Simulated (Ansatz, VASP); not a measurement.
Two plane-wave programs on RbIr

```
Rb Ir
1.0
     2.76139   -5.80156    0.00000
     2.76139    5.80156    0.00000
     0.00000    0.00000    4.35081
Rb Ir
2 2
Direct
  0.35676 0.64324 0.25000
  0.64324 0.35676 0.75000
  0.03909 0.96091 0.25000
  0.96091 0.03909 0.75000
```

Alike in both runs: functional PBE; k mesh 10 × 10 × 10; occupations gaussian, width 0.1 eV; no spin polarisation.

Ansatz relaxed the structure, and its values are those at the end. VASP's run is a single point on that final structure, the one shown.

|  | VASP | Ansatz |
| --- | --- | --- |
| version | VASP 6.6.1 | Ansatz 0.2.0 |
| potentials or method | VASP PAW PBE potentials, release 64 (Rb_sv, Ir), cutoff 500 eV | scalar-relativistic, plane waves, PAW |
| valence electrons in the cell | 36 | 52 |

Ansatz gave:

```
gap on the k mesh at the Fermi level (eV) : none
pressure (GPa)                            : 0.0
rms of the force components (eV/Å)        : 0.001
```

Q: Which values does VASP return?

A: gap on the k mesh at the Fermi level (eV): none; pressure (GPa): 0.0; rms of the force components (eV/Å): 0.005.

A gap of «none» marks a metal or a gap that the smearing closes. VASP's potentials hold 36 valence electrons a cell and Ansatz's 52, so a difference there can come from the potentials and not from the codes.

Neither program's run includes spin-orbit coupling.
